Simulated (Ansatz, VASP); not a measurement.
## SnTe2 in VASP and in Ansatz

```
Sn Te
1.0
     2.08831    1.20569    6.29096
    -2.08831    1.20569    6.29096
     0.00000   -2.41137    6.29096
Sn Te
1 2
Direct
  0.00000 0.00000 0.00000
  0.24137 0.24137 0.24137
  0.75863 0.75863 0.75863
```

Alike in both runs: task single point; functional PBE; k mesh 6 × 6 × 6; occupations methfessel-paxton of order 1, width 0.5 eV; no spin polarisation.

|  | VASP | Ansatz |
| --- | --- | --- |
| version | VASP 6.6.1 | Ansatz 0.2.0 |
| potentials or method | VASP PAW PBE potentials, release 64 (Sn_d, Te) | plane waves |
| plane-wave cutoff (eV) | 500 | 420 |
| valence electrons in the cell | 26 | 46 |

|  | VASP | Ansatz | Ansatz less VASP |
| --- | --- | --- | --- |
| pressure (GPa) | 1.9 | 1.9 | -0.01 |
| traceless stress, the component that is largest in VASP (GPa) | 0.27 | 0.28 | +0.008 |
| rms of the force components (eV/Å) | 0.185 | 0.180 | -0.0052 |

Atom by atom the forces differ by 0.005 eV/Å (rms over components). VASP's potentials hold 26 valence electrons a cell and Ansatz's 46, so a difference there can come from the potentials and not from the codes.

Neither program's run includes spin-orbit coupling.
